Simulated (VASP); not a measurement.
RbBr, 2 atoms in the cell. Symmetry: Fm-3m, No. 225, cubic system. Conventional cell: a = 6.706 Å, b = 6.706 Å, c = 6.706 Å, α = 90.00°, β = 90.00°, γ = 90.00°. Rb (site symmetry m-3m) has 6 Br at 3.35 Å within 4.4 Å. Within 4.4 Å of Br (site symmetry m-3m) lie 6 Rb at 3.35 Å. 

| Quantity | Value |
| --- | --- |
| Program | VASP 6.6.1 |
| Task | single point |
| Functional | PBEsol |
| Potentials or basis | VASP PAW PBE potentials, release 64 (Rb_sv, Br) |
| Cutoff | 500 eV |
| k mesh | 6 × 6 × 6 |
| Occupations | gaussian, width 0.01 eV |
| Spin | no spin polarisation |
| Dipole correction | no |
| Further INCAR settings | ALGO = Normal; EDIFF = 1e-06; NBANDS = 15 |

Potentials or basis: VASP PAW PBE potentials, release 64 (Rb_sv, Br).

Launch:

```sh
$ cat potpaw_PBE.64/Rb_sv/POTCAR potpaw_PBE.64/Br/POTCAR > POTCAR
$ mpirun -np 1 vasp_std > vasp.out
```

Hardware: 1 thread of Intel Xeon 8259CL, on a shared host.

Q: How long does it take, and how much memory?

A: Run time: 31 s on 1 thread of Intel Xeon 8259CL (shared host), peak memory 0.2 GiB. Counts: scf iterations 13, k points 16.
